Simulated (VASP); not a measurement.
# NdScSb2 (P-3m1) in VASP: a series of runs

The runs below take NdScSb2 through single point, relaxation of cell and atoms, with PBE.

All numbers are computed with VASP 6.6.1; they aren't measurements. Logs are shortened: lines on timing, memory, paths and dates and some standing lists are left out, and cuts for length are marked.

**1. The cell of the first run**

Symmetry: P-3m1, No. 164, trigonal system. Conventional cell: a = 4.315 Å, b = 4.315 Å, c = 7.389 Å, α = 90.00°, β = 90.00°, γ = 120.00°. Within 4.4 Å of Nd (site symmetry -3m) lie 6 Sb at 3.21 Å and 2 Sc at 3.69 Å and 6 Nd at 4.31 Å. Sc (site symmetry -3m) has 6 Sb at 3.00 Å and 2 Nd at 3.69 Å within 4.0 Å. Sb (site symmetry 3m) has 3 Sc at 3.00 Å and 3 Nd at 3.21 Å within 4.0 Å.

**2. Single point, PBE**

Input file INCAR:

```
  PREC = Accurate
  ENCUT = 500
  EDIFF = 1E-6
  ISMEAR = 0
  SIGMA = 0.1
  LREAL = False
  LASPH = True
  NELM = 200
  ALGO = Normal
  ISIF = 2
  LWAVE = False
  LCHARG = False
  GGA = PE
  NBANDS = 24
  GGA_COMPAT = False
  LMAXMIX = 6
```

Input file KPOINTS:

```
regular mesh
0
Gamma
  12 12 6
```

Input file POSCAR:

```
NdScSb2
1.0
    4.3149215610      0.0000000000      0.0000000000
   -2.1574607805      3.7368316871      0.0000000000
    0.0000000000      0.0000000000      7.3886880133
Nd Sc Sb
1 1 2
Direct
    0.0000000000      0.0000000000      0.0000000000
    0.0000000000      0.0000000000      0.5000000000
    0.3333333333      0.6666666667      0.2735600356
    0.6666666667      0.3333333333      0.7264399644
```

Potentials or basis: VASP PAW PBE potentials, release 64 (Nd_3, Sc_sv, Sb), 4f in core.

Started as:

```sh
> cat potpaw_PBE.64/Nd_3/POTCAR potpaw_PBE.64/Sc_sv/POTCAR potpaw_PBE.64/Sb/POTCAR > POTCAR
> mpirun -np 1 vasp_std > vasp.out
```

OUTCAR:

```text
PREC = Accurate
   ENCUT = 500
   EDIFF = 1E-6
   ISMEAR = 0
   LREAL = False
   LASPH = True
   NELM = 200
   ISIF = 2
   GGA = PE

 ion  position               nearest neighbor table
   1  0.000  0.000  0.000-   3 3.21   4 3.21   3 3.21   4 3.21   4 3.21   3 3.21
   2  0.000  0.000  0.500-   3 3.00   4 3.00   3 3.00   4 3.00   4 3.00   3 3.00
   3  0.333  0.667  0.274-   2 3.00   2 3.00   2 3.00   1 3.21   1 3.21   1 3.21
   4  0.667  0.333  0.726-   2 3.00   2 3.00   2 3.00   1 3.21   1 3.21   1 3.21

  LATTYP: Found a hexagonal cell.
 ALAT       =     4.3149215610
 C/A-ratio  =     1.7123574343

  Lattice vectors:

 A1 = (   4.3149215610,   0.0000000000,   0.0000000000)
 A2 = (  -2.1574607805,   3.7368316871,   0.0000000000)
 A3 = (   0.0000000000,   0.0000000000,   7.3886880133)

Analysis of symmetry for initial positions (statically):
=====================================================================
 Subroutine PRICEL returns:
 Original cell was already a primitive cell.

 Routine SETGRP: Setting up the symmetry group for a
 hexagonal supercell.

 Subroutine GETGRP returns: Found 12 space group operations
 (whereof 12 operations were pure point group operations)
 out of a pool of 24 trial point group operations.

The static configuration has the point symmetry D_3d.

Analysis of symmetry for dynamics (positions and initial velocities):
=====================================================================
 Subroutine PRICEL returns:
 Original cell was already a primitive cell.

 Routine SETGRP: Setting up the symmetry group for a
 hexagonal supercell.

 Subroutine GETGRP returns: Found 12 space group operations
 (whereof 12 operations were pure point group operations)
 out of a pool of 24 trial point group operations.

The dynamic configuration has the point symmetry D_3d.

 Subroutine INISYM returns: Found 12 space group operations
 (whereof 12 operations are pure point group operations),
 and found     1 'primitive' translations

----------------------------------------------------------------------------------------

                                     Primitive cell

  volume of cell :     119.1362

  direct lattice vectors                    reciprocal lattice vectors
     4.314921561  0.000000000  0.000000000     0.231753923  0.133803190  0.000000000
    -2.157460781  3.736831687  0.000000000     0.000000000  0.267606380  0.000000000
     0.000000000  0.000000000  7.388688013     0.000000000  0.000000000  0.135342025

  length of vectors
     4.314921561  4.314921561  7.388688013     0.267606380  0.267606380  0.135342025

  position of ions in fractional coordinates (direct lattice)
     0.000000000  0.000000000  0.000000000
     0.000000000  0.000000000  0.500000000
     0.333333333  0.666666667  0.273560036
     0.666666667  0.333333333  0.726439964

  ion indices of the primitive-cell ions
   primitive index   ion index
                 1           1
                 2           2
                 3           3
                 4           4

----------------------------------------------------------------------------------------

 KPOINTS: regular mesh

Automatic generation of k-mesh.
 Grid dimensions read from file:
 generate k-points for:   12   12    6

 Generating k-lattice:

  Cartesian coordinates                     Fractional coordinates (reciprocal lattice)
     0.019312827  0.011150266  0.000000000     0.083333333  0.000000000  0.000000000
     0.000000000  0.022300532  0.000000000     0.000000000  0.083333333  0.000000000
     0.000000000  0.000000000  0.022557004     0.000000000  0.000000000  0.166666667

  Length of vectors
     0.022300532  0.022300532  0.022557004

  Shift w.r.t. Gamma in fractional coordinates (k-lattice)
     0.000000000  0.000000000  0.000000000

 Subroutine IBZKPT returns following result:
 ===========================================

 Found    100 irreducible k-points:

 Following reciprocal coordinates:
            Coordinates               Weight
  0.000000  0.000000  0.000000      1.000000
  0.083333 -0.000000  0.000000      6.000000
  0.166667 -0.000000  0.000000      6.000000
  0.250000 -0.000000  0.000000      6.000000
  0.333333 -0.000000  0.000000      6.000000
  0.416667 -0.000000  0.000000      6.000000
[... 16 lines left out ...]
  0.166667 -0.000000  0.166667      6.000000
  0.000000  0.166667  0.166667      6.000000
 [... further k-points ...]
   k-points           NKPTS =    100   k-points in BZ     NKDIM =    100   number of bands    NBANDS=     24
   number of dos      NEDOS =    301   number of ions     NIONS =      4
   total plane-waves  NPLWV =  55296
   dimension x,y,z NGX =    32 NGY =   32 NGZ =   54
   dimension x,y,z NGXF=    64 NGYF=   64 NGZF=  108
   ions per type =               1   1   2
   NGX,Y,Z   is equivalent  to a cutoff of  12.33, 12.33, 12.15 a.u.
   NGXF,Y,Z  is equivalent  to a cutoff of  24.66, 24.66, 24.30 a.u.
 SYSTEM =  unknown system
[... 60 lines left out ...]
 cond. band min:       4.9979895189   @ k =   0.0833   0.0833   0.0000
 fundamental gap:      0.0310386015
 Fermi energy:         4.9900918898

 k-point     1 :       0.0000    0.0000    0.0000
  band No.  band energies     occupation
      1     -44.9499      2.00000
      2     -33.0157      2.00000
      3     -23.5792      2.00000
      4     -23.5792      2.00000
      5     -23.5265      2.00000
      6     -14.1733      2.00000
[... 16 lines left out ...]
     23       7.7313      0.00000
     24       8.5029      0.00000

 k-point     2 :       0.0833   -0.0000    0.0000
  band No.  band energies     occupation
      1     -44.9499      2.00000
      2     -33.0150      2.00000
      3     -23.5805      2.00000
      4     -23.5795      2.00000
      5     -23.5262      2.00000
      6     -14.1695      2.00000
[... 16 lines left out ...]
     23       7.7981      0.00000
     24       8.5854      0.00000

 k-point     3 :       0.1667   -0.0000    0.0000
  band No.  band energies     occupation
      1     -44.9497      2.00000
      2     -33.0130      2.00000
      3     -23.5840      2.00000
      4     -23.5803      2.00000
      5     -23.5255      2.00000
      6     -14.1597      2.00000
[... 16 lines left out ...]
     23       8.0495      0.00000
     24       8.6337      0.00000

 k-point     4 :       0.2500   -0.0000    0.0000
  band No.  band energies     occupation
      1     -44.9494      2.00000
      2     -33.0102      2.00000
      3     -23.5889      2.00000
      4     -23.5814      2.00000
      5     -23.5244      2.00000
      6     -14.2038      2.00000
[... 16 lines left out ...]
     23       8.0026      0.00000
     24       8.8051      0.00000

 k-point     5 :       0.3333   -0.0000    0.0000
  band No.  band energies     occupation
      1     -44.9492      2.00000
      2     -33.0074      2.00000
      3     -23.5937      2.00000
      4     -23.5824      2.00000
      5     -23.5233      2.00000
      6     -14.2562      2.00000
[... 16 lines left out ...]
     23       8.0507      0.00000
     24       8.8621      0.00000

 k-point     6 :       0.4167   -0.0000    0.0000
  band No.  band energies     occupation
      1     -44.9490      2.00000
      2     -33.0054      2.00000
      3     -23.5972      2.00000
      4     -23.5833      2.00000
      5     -23.5225      2.00000
      6     -14.2940      2.00000
[... 16 lines left out ...]
     23       8.4084      0.00000
     24       8.8724      0.00000
[... 379 lines left out ...]
 k-point    21 :       0.0833   -0.0000    0.1667
  band No.  band energies     occupation
      1     -44.9499      2.00000
      2     -33.0150      2.00000
      3     -23.5805      2.00000
      4     -23.5795      2.00000
      5     -23.5261      2.00000
      6     -14.1706      2.00000
[... 16 lines left out ...]
     23       7.9459      0.00000
     24       8.1693      0.00000

 k-point    22 :       0.0000    0.0833    0.1667
  band No.  band energies     occupation
      1     -44.9499      2.00000
      2     -33.0150      2.00000
      3     -23.5805      2.00000
      4     -23.5795      2.00000
      5     -23.5261      2.00000
      6     -14.1706      2.00000
[... 16 lines left out ...]
     23       7.8440      0.00000
     24       8.1591      0.00000

 k-point    23 :       0.1667   -0.0000    0.1667
  band No.  band energies     occupation
      1     -44.9497      2.00000
      2     -33.0130      2.00000
      3     -23.5840      2.00000
      4     -23.5803      2.00000
      5     -23.5253      2.00000
      6     -14.1608      2.00000
[... 16 lines left out ...]
     23       8.1385      0.00000
     24       8.3327      0.00000

 k-point    24 :       0.0000    0.1667    0.1667
  band No.  band energies     occupation
      1     -44.9497      2.00000
      2     -33.0130      2.00000
      3     -23.5840      2.00000
      4     -23.5803      2.00000
      5     -23.5253      2.00000
      6     -14.1607      2.00000
[... 16 lines left out ...]
     23       8.0661      0.00000
     24       8.2861      0.00000

 [... further k-points ...]
[... 5 lines left out ...]
  --------------------------------------------------------------------------------------
  -------------------------------------------------------------------------------------
  Total        0.1680404      0.1680404      0.2409254      0.0000000     -0.0000000      0.0000000
  in kB        2.2598553      2.2598553      3.2400322      0.0000000     -0.0000000      0.0000000
  external PRESSURE =       2.5865809 kB  Pullay stress =       0.0000000 kB

 VOLUME and BASIS-vectors are now :
 -----------------------------------------------------------------------------
  energy-cutoff  :      500.00
  volume of cell :      119.14
      direct lattice vectors                 reciprocal lattice vectors
     4.314921561  0.000000000  0.000000000     0.231753923  0.133803190  0.000000000
    -2.157460781  3.736831687  0.000000000     0.000000000  0.267606380  0.000000000
     0.000000000  0.000000000  7.388688013     0.000000000  0.000000000  0.135342025

 POSITION                                       TOTAL-FORCE (eV/Angst)
 -----------------------------------------------------------------------------------
      0.00000      0.00000      0.00000         0.000000      0.000000      0.000000
      0.00000      0.00000      3.69434         0.000000      0.000000      0.000000
     -0.00000      2.49122      2.02125        -0.000000      0.000000      0.025146
      2.15746      1.24561      5.36744         0.000000     -0.000000     -0.025146
 -----------------------------------------------------------------------------------
    total drift:                                0.000000     -0.000000      0.000000

  FREE ENERGIE OF THE ION-ELECTRON SYSTEM (eV)
  ---------------------------------------------------
  free  energy   TOTEN  =       -23.1800303089 eV

  energy  without entropy=      -23.1767099309  energy(sigma->0) =      -23.17837012
```

Wall time 1.9 min (1 thread of Intel Xeon 6975P-C (Granite Rapids), shared host); peak memory 0.43 GiB.

Results:

```yaml
Free_energy: -23.1800 eV
Pressure: 0.3 GPa
Largest_force: 0.025 eV/Å
Band_gap_on_the_k_mesh: zero (bands 16 and 17 overlap by 1.29 eV)
```

Forces on the atoms (eV/Å):
```
Nd   0.000  0.000  0.000
Sc   0.000  0.000  0.000
Sb   0.000  0.000  0.025
Sb   0.000  0.000 -0.025
```

Stress tensor (GPa, compression positive):
```
0.23 0.00 0.00
0.00 0.23 0.00
0.00 0.00 0.32
```

Levels at points of the mesh, in eV from the Fermi level:
| k point | band 12 | band 13 | band 14 | band 15 | band 16 | band 17 | band 18 | band 19 | band 20 | band 21 |
| --- | --- | --- | --- | --- | --- | --- | --- | --- | --- | --- |
| (0.00, 0.00, 0.00) | -1.48 | -1.48 | -0.18 | 0.71 | 1.01 | 1.01 | 1.06 | 1.06 | 1.19 | 1.19 |
| (0.50, 0.00, 0.00) | -2.28 | -2.18 | -1.57 | -1.36 | -0.51 | -0.28 | 1.34 | 1.90 | 2.02 | 2.30 |
| (0.00, 0.00, 0.50) | -2.22 | -0.87 | -0.87 | -0.68 | -0.68 | 1.37 | 1.37 | 1.49 | 1.80 | 1.84 |
| (0.50, 0.00, 0.50) | -3.33 | -1.81 | -1.33 | -1.09 | -0.92 | 0.41 | 0.90 | 1.97 | 2.06 | 3.33 |

Caveat: spin-orbit coupling is left out, which moves the levels of the heavy elements; the 4f electrons are frozen in the core, so they carry no moment and show no levels. Spin polarisation is off, so any magnetic state and its effect on volume and gap are missing.

**3. Single point, PBE, collinear spin**

Input file INCAR:

```
SYSTEM = NdScSb2
PREC = Accurate
ENCUT = 500
EDIFF = 1E-6
ISMEAR = 0
SIGMA = 0.1
LREAL = .False.
LASPH = .True.
NELM = 200
ALGO = Normal
ISIF = 2
LWAVE = .False.
LCHARG = .False.
ISPIN = 2
MAGMOM = 0 1 0 0
LORBIT = 11
LMAXMIX = 6
GGA = PE
NBANDS = 28
GGA_COMPAT = .False.
```

Input file KPOINTS:

```
regular mesh
0
Gamma
  6 6 4
  0 0 0
```

Input file POSCAR:

```
NdScSb2
1.0
    4.3138220097      0.0000000000      0.0000000000
   -2.1569110049      3.7358794478      0.0000000000
    0.0000000000      0.0000000000      7.3873765997
Nd Sc Sb
1 1 2
Direct
    0.0000000000      0.0000000000      0.0000000000
    0.0000000000      0.0000000000      0.5000000000
    0.3333333333      0.6666666667      0.2737420028
    0.6666666667      0.3333333333      0.7262579972
```

Potentials or basis: VASP PAW PBE potentials, release 64 (Nd_3, Sc_sv, Sb), 4f in core.

Started as:

```sh
> cat potpaw_PBE.64/Nd_3/POTCAR potpaw_PBE.64/Sc_sv/POTCAR potpaw_PBE.64/Sb/POTCAR > POTCAR
> mpirun -np 1 vasp_std > vasp.out
```

Run time: 64 s. Hardware: 1 thread of Intel Xeon 6975P-C (Granite Rapids), shared host; peak memory 0.35 GiB.

The run converged. Its results:

* Free energy: -23.1601 eV
* Pressure: 0.3 GPa
* Largest force: 0.031 eV/Å
* Band gap on the k mesh: zero (filled and empty bands overlap)
* Net moment: 0.00 μB per cell
* Valence electrons inside the program's atomic spheres: Nd 8.77; Sc 9.29; Sb 2.54

Forces on the atoms (eV/Å):
```
Nd   0.000  0.000  0.000
Sc   0.000  0.000  0.000
Sb   0.000  0.000  0.031
Sb   0.000  0.000 -0.031
```

Stress tensor (GPa, compression positive):
```
0.28 0.00 0.00
0.00 0.28 0.00
0.00 0.00 0.43
```

Levels at points of the mesh, in eV from the Fermi level:
Spin up:
```csv
k point,band 14,band 15,band 16,band 17,band 18,band 19
"(0.00, 0.00, 0.00)",-0.15,0.75,1.05,1.05,1.10,1.10
"(0.50, 0.00, 0.00)",-1.54,-1.32,-0.48,-0.25,1.37,1.94
"(0.00, 0.00, 0.50)",-0.84,-0.64,-0.64,1.41,1.41,1.53
"(0.50, 0.00, 0.50)",-1.29,-1.05,-0.89,0.44,0.94,2.01
```
Spin down:
| k point | band 13 | band 14 | band 15 | band 16 | band 17 | band 18 | band 19 | band 20 |
| --- | --- | --- | --- | --- | --- | --- | --- | --- |
| (0.00, 0.00, 0.00) | -1.44 | -0.15 | 0.75 | 1.05 | 1.05 | 1.10 | 1.10 | 1.23 |
| (0.50, 0.00, 0.00) | -2.14 | -1.54 | -1.32 | -0.48 | -0.25 | 1.37 | 1.94 | 2.06 |
| (0.00, 0.00, 0.50) | -0.84 | -0.84 | -0.64 | -0.64 | 1.41 | 1.41 | 1.53 | 1.83 |
| (0.50, 0.00, 0.50) | -1.78 | -1.29 | -1.05 | -0.89 | 0.44 | 0.94 | 2.01 | 2.10 |

Caveat: the magnetic or orbital state may not be the lowest; spin-orbit coupling is left out, which moves the levels of the heavy elements; the 4f electrons are frozen in the core, so they carry no moment and show no levels.

**4. Relaxation of cell and atoms, PBE**

Input file INCAR:

```
PREC = Accurate ; ENCUT = 500
EDIFF = 1E-7 ; ISMEAR = 0
SIGMA = 0.1 ; LREAL = False
LASPH = True ; NELM = 200
ALGO = Normal ; ISIF = 3
LWAVE = False ; LCHARG = False
GGA = PE ; IBRION = 2
NSW = 100 ; EDIFFG = -0.01
GGA_COMPAT = False ; NELMIN = 4
LMAXMIX = 6
```

Input file KPOINTS:

```
regular mesh
0
Gamma
  12 12 6
```

POSCAR is that of step 3.

Started as:

```sh
> cat potpaw_PBE.64/Nd_3/POTCAR potpaw_PBE.64/Sc_sv/POTCAR potpaw_PBE.64/Sb/POTCAR > POTCAR
> mpirun -np 1 vasp_std > vasp.out
```

It took 4.2 min on 1 thread of Intel Xeon 6975P-C (Granite Rapids), shared host; peak memory 0.43 GiB.

Results (log left out):

| Quantity | Value |
| --- | --- |
| Free energy | -23.1805 eV |
| Relaxed volume | 29.90 Å³/atom |
| Relaxed cell | a = 4.320 Å, b = 4.320 Å, c = 7.402 Å, α = 90.00°, β = 90.00°, γ = 120.00° |
| Space group after relaxing (to 0.1 Å) | P-3m1 (No. 164) |
| Energy gained by relaxing | 0.1 meV/atom |
| Ionic steps | 3 |
| Pressure after relaxing | 0.0 GPa |
| Largest force after relaxing | 0.008 eV/Å |
| Band gap on the k mesh | zero (bands 16 and 17 overlap by 1.28 eV) |

Forces on the atoms (eV/Å):
```
Nd   0.000  0.000  0.000
Sc   0.000  0.000  0.000
Sb   0.000  0.000  0.008
Sb   0.000  0.000 -0.008
```

Step by step:
| step | energy change (eV) | largest force (eV/Å) | pressure (GPa) | volume (Å³) |
| --- | --- | --- | --- | --- |
| 1 | 0.0000 | 0.0146 | 0.29 | 119.05 |
| 2 | -0.0003 | 0.0030 | -0.19 | 119.99 |
| 3 | -0.0005 | 0.0076 | 0.00 | 119.62 |

Final structure:
```
Nd Sc Sb
1.0
     4.31984    0.00000    0.00000
    -2.15992    3.74109    0.00000
     0.00000    0.00000    7.40156
Nd Sc Sb
1 1 2
Cartesian
  0.0000 0.0000 7.4016
  0.0000 0.0000 3.7008
  0.0000 2.4941 2.0265
  2.1599 1.2470 5.3750
```

Levels at points of the mesh, in eV from the Fermi level:
```csv
k point,band 12,band 13,band 14,band 15,band 16,band 17,band 18,band 19,band 20
"(0.00, 0.00, 0.00)",-1.47,-1.47,-0.18,0.70,1.00,1.00,1.06,1.06,1.19
"(0.50, 0.00, 0.00)",-2.28,-2.17,-1.57,-1.36,-0.52,-0.28,1.33,1.89,2.01
"(0.00, 0.00, 0.50)",-2.22,-0.88,-0.88,-0.68,-0.68,1.36,1.36,1.48,1.78
"(0.50, 0.00, 0.50)",-3.33,-1.81,-1.32,-1.09,-0.92,0.41,0.90,1.96,2.05
```

Caveat: spin-orbit coupling is left out, which moves the levels of the heavy elements; the 4f electrons are frozen in the core, so they carry no moment and show no levels. Spin polarisation is off, so any magnetic state and its effect on volume and gap are missing.

**5. Summary**

| task | spin | cell | k mesh | gap on the mesh (eV) | pressure (GPa) | largest force (eV/Å) |
| --- | --- | --- | --- | --- | --- | --- |
| single point | off | a = 4.315, b = 4.315, c = 7.389 Å, angles 90.0, 90.0, 120.0°, 4 atoms | 12 × 12 × 6 | none | 0.3 | 0.03 |
| single point | collinear | a = 4.314, b = 4.314, c = 7.387 Å, angles 90.0, 90.0, 120.0°, 4 atoms | 6 × 6 × 4 | none | 0.3 | 0.03 |
| relaxation of cell and atoms | off | relaxed from a = 4.314, b = 4.314, c = 7.387 Å, angles 90.0, 90.0, 120.0°, 4 atoms | 12 × 12 × 6 | none | 0.0 | 0.01 |

Alike in all rows: level PBE; potentials or basis VASP PAW PBE potentials, release 64 (Nd_3, Sc_sv, Sb), 4f in core; cutoff (eV) 500; smearing gaussian 0.1 eV.

Caveats: spin-orbit coupling is left out, which moves the levels of the heavy elements; the 4f electrons are frozen in the core, so they carry no moment and show no levels; the magnetic or orbital state may not be the lowest (at least some runs).

Total energies depend on the potentials used, so only differences within one code and one set of settings carry meaning.
